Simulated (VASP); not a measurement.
Write the native input for VASP 6.6.1 that does the following.

```yaml
Task: single point
Functional: PBE
Potentials_or_basis: VASP PAW PBE potentials, release 64 (Si, Ge_d)
Cutoff: 520 eV
k_mesh: 18 × 18 × 2
Occupations: gaussian, width 0.1 eV
Spin: no spin polarisation
Dipole_correction: no
Further_INCAR_settings: ALGO = Normal; EDIFF = 1e-06; NBANDS = 51
```

The structure of Si3Ge2 lies in POSCAR:

```
Si3Ge2
1.0
    2.8303778524      0.0000000000      0.0000000000
   -1.4151889262      2.4511791225      0.0000000000
    0.0000000000      0.0000000000     23.8437474358
Si Ge
6 4
Direct
    0.6666666667      0.3333333333      0.8056808027
    0.6666666667      0.3333333333      0.1943191973
    0.3333333333      0.6666666667      0.7152524123
    0.3333333333      0.6666666667      0.8963721753
    0.3333333333      0.6666666667      0.1036278247
    0.3333333333      0.6666666667      0.2847475877
    0.6666666667      0.3333333333      0.0000000000
    0.6666666667      0.3333333333      0.3872097805
    0.6666666667      0.3333333333      0.6127902195
    0.3333333333      0.6666666667      0.5000000000
```

The input as run:

INCAR

```
SYSTEM = Si3Ge2
ALGO = Normal ; EDIFF = 1E-6
ENCUT = 520 ; GGA = PE
ISIF = 2 ; ISMEAR = 0
LASPH = .TRUE. ; LCHARG = .FALSE.
LREAL = .FALSE. ; LWAVE = .FALSE.
NBANDS = 51 ; NELM = 60
PREC = Accurate ; SIGMA = 0.1
```

KPOINTS

```
k-points
0
G
  18 18 2
  0 0 0
```

Potentials or basis: VASP PAW PBE potentials, release 64 (Si, Ge_d).

Launch:

```console
$ cat potpaw_PBE.64/Si/POTCAR potpaw_PBE.64/Ge_d/POTCAR > POTCAR
$ mpirun -np 1 vasp_std > vasp.out
```

It gave:

```
Pressure               : 0.0 GPa
Largest force          : 0.009 eV/Å
Band gap on the k mesh : zero (bands 40 and 41 overlap by 9.78 eV)
```

It took 7.3 min on 1 thread of Intel(R) Xeon(R) 6975P-C (Granite Rapids), with other jobs on the host, peak memory 0.61 GiB.
